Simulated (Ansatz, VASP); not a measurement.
## Rb: VASP beside Ansatz

```
Rb
1.0
     4.79977    0.00000    0.00000
     0.00000    4.79977    0.00000
     0.00000    0.00000    4.79977
Rb
1
Direct
  0.00000 0.00000 0.00000
```

Alike in both runs: task single point; functional r2SCAN; k mesh 8 × 8 × 8; occupations fermi-dirac, width 0.1 eV; no spin polarisation.

|  | VASP | Ansatz |
| --- | --- | --- |
| version | VASP 6.6.1 | Ansatz 0.2.0 |
| potentials or method | VASP PAW PBE potentials, release 64 (Rb_sv), cutoff 550 eV | plane waves (500 eV) with PAW, scalar-relativistic |
| valence electrons in the cell | 9 | 9 |

```tsv
	VASP	Ansatz	Ansatz less VASP
pressure (GPa)	-0.2	-0.2	-0.01
```

VASP's potentials were made for PBE, not for r2SCAN.
